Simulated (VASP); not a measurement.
Input of a VASP 6.6.1 run:

The input INCAR:

```
  ALGO = Normal
  EDIFF = 1E-6
  ENCUT = 520
  GGA = PS
  ISIF = 2
  ISMEAR = 0
  LASPH = T
  LCHARG = F
  LREAL = F
  LWAVE = F
  NBANDS = 10
  NELM = 80
  PREC = Accurate
  SIGMA = 0.15
```

KPOINTS

```
k-points
0
Gamma
  12 12 12
```

Contents of POSCAR:

```
Rb
1.0
   -2.7358500000      2.7358500000      2.7358500000
    2.7358500000     -2.7358500000      2.7358500000
    2.7358500000      2.7358500000     -2.7358500000
Rb
1
Direct
    0.0000000000      0.0000000000      0.0000000000
```

Potentials or basis: VASP PAW PBE potentials, release 64 (Rb_sv).

Run with:

```sh
$ cat potpaw_PBE.64/Rb_sv/POTCAR > POTCAR
$ mpirun -np 1 vasp_std > vasp.out
```

(1) Predict the pressure.

Results:

(1) 0.2 GPa.

Caveat: the cell differs from its parent crystal (strain -0.025 along x and y, -0.025 along z); the PAW data sets were made with another functional, which shifts forces and pressure a little.
